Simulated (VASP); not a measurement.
Here is a VASP 6.6.1 calculation.

The input INCAR:

```
  ALGO = Normal
  EDIFF = 1E-6
  ENCUT = 520
  GGA = PE
  ISIF = 2
  ISMEAR = 0
  LASPH = True
  LCHARG = False
  LREAL = False
  LWAVE = False
  NBANDS = 56
  NELM = 60
  PREC = Accurate
  SIGMA = 0.1
```

KPOINTS

```
k-points
0
Gamma
  4 2 2
```

File POSCAR:

```
MgCd2Te3
1.0
    4.6589095198      0.0000000000      0.0000000000
    0.0000000001      8.0694679961      0.0000000000
    0.0000000000      0.0000000000     11.3788303584
Mg Cd Te
2 4 6
Direct
    0.0000000000      0.3333333333      0.6683871887
    0.5000000000      0.8333333333      0.6683871887
    0.0000000000      0.0000000000      0.9977230787
    0.5000000000      0.5000000000      0.9977230787
    0.5000000000      0.1666666667      0.3346437309
    0.0000000000      0.6666666667      0.3346437309
    1.0000000000      0.0000000000      0.7456273863
    0.5000000000      0.5000000000      0.7456273863
    0.0000000000      0.3333333333      0.4204132963
    0.5000000000      0.8333333333      0.4204132963
    0.5000000000      0.1666666667      0.0832053192
    0.0000000000      0.6666666667      0.0832053192
```

Potentials or basis: VASP PAW PBE potentials, release 64 (Mg, Cd, Te).

Launch:

```bash
$ cat potpaw_PBE.64/Mg/POTCAR potpaw_PBE.64/Cd/POTCAR potpaw_PBE.64/Te/POTCAR > POTCAR
$ mpirun -np 1 vasp_std > vasp.out
```

Question: What does it give for the band gap on the k mesh?

Answer: 0.98 eV.

Question: Estimate the largest force.

Answer: 0.029 eV/Å.

Question: Estimate the pressure.

Answer: 0.1 GPa.

Stress tensor (GPa, compression positive):
```
0.20 0.00 0.00
0.00 0.02 0.00
0.00 0.00 0.02
```

Caveat: spin-orbit coupling is left out, which moves the levels of the heavy elements.
